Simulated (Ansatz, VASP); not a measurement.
C in VASP and in Ansatz

```
C
1.0
     0.00000    1.22279    1.22279
     1.22279    0.00000    1.22279
     1.22279    1.22279    0.00000
C
1
Direct
  0.00000 0.00000 0.00000
```

Change from the starting cell: volume scaled by 0.5, LAPW.

Alike in both runs: task single point; functional PBE; k mesh 22 × 22 × 22; occupations fermi-dirac, width 0.1 eV; no spin polarisation.

```csv
,VASP,Ansatz
version,VASP 6.6.1,Ansatz 0.2.0
potentials or method,"VASP PAW PBE potentials, release 64 (C), cutoff 520 eV","all-electron LAPW, scalar-relativistic"
```

```tsv
	VASP	Ansatz	Ansatz less VASP
pressure (GPa)	362.9	362.3	-0.63
```

Both programs put the cell under a high pressure, so it lies far from rest at this level. Ansatz ran all-electron here, and VASP with PAW potentials.

Noted on VASP's run: the cell as given lies far from equilibrium.
